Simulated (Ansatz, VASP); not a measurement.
**One calculation of Pt, two programs**

File INCAR:

```
SYSTEM = Pt
PREC = Accurate ; ENCUT = 520
EDIFF = 1E-6 ; ISMEAR = 0
SIGMA = 0.15 ; LREAL = .False.
LASPH = .True. ; NELM = 60
ALGO = Fast ; ISIF = 2
LWAVE = .False. ; LCHARG = .False.
NBANDS = 17
```

KPOINTS

```
Automatic mesh
0
Gamma
  18 18 10
  0 0 0
```

Contents of POSCAR:

```
Pt
1.0
    2.6629672301      0.0000000000      0.0000000000
   -1.3314836150      2.3061972707      0.0000000000
    0.0000000000      0.0000000000      4.5992849577
Pt
2
Direct
    0.6138639516      0.3333333333      0.7500000000
    0.3861360484      0.6666666667      0.2500000000
```

Input for Ansatz:

```yaml
crystal:
  lattice:
    - [2.6629672301, 0.0, 0.0]
    - [-1.331483615, 2.3061972707, 0.0]
    - [0.0, 0.0, 4.5992849577]
  atoms:
    - { symbol: Pt, position: [0.6138639516, 0.3333333333, 0.75] }
    - { symbol: Pt, position: [0.3861360484, 0.6666666667, 0.25] }
basis:
  ecutwfc: 420
kpoints:
  mp_grid: { grid: [18, 18, 10] }
hamiltonian:
  xc: lda
scf:
  occupations: { method: gaussian, width: 0.15 }
output:
  forces: true
  stress: true
  eigenvalues: true
```

Change from the starting cell: mode 1 frozen in at -0.143 Å, equal normal strain along x, y and z -0.0167.

Alike in both runs: task single point; functional LDA; k mesh 18 × 18 × 10; occupations gaussian, width 0.15 eV; no spin polarisation.

|  | VASP | Ansatz |
| --- | --- | --- |
| version | VASP 6.6.1 | Ansatz 0.2.0 |
| potentials or method | VASP PAW LDA potentials, release 64 (Pt), cutoff 520 eV | scalar-relativistic, plane waves, PAW |
| valence electrons in the cell | 20 | 36 |

VASP gave:

* gap on the k mesh at the Fermi level (eV): none
* pressure (GPa): 19.4
* traceless stress, the component that is largest in VASP (GPa): -1.61
* rms of the force components (eV/Å): 0.185

**Question.** What did Ansatz give for the same quantities?

**Answer.** gap on the k mesh at the Fermi level (eV): none; pressure (GPa): 18.6; traceless stress, the component that is largest in VASP (GPa): -1.49; rms of the force components (eV/Å): 0.185.

LDA's correlation is that of Perdew and Zunger in VASP and of Perdew and Wang (1992) in Ansatz. Atom by atom the forces differ by 0.004 eV/Å (rms over components). A gap of «none» marks a metal or a gap that the smearing closes. VASP's potentials hold 20 valence electrons a cell and Ansatz's 36, so a difference there can come from the potentials and not from the codes.

Neither program's run includes spin-orbit coupling.
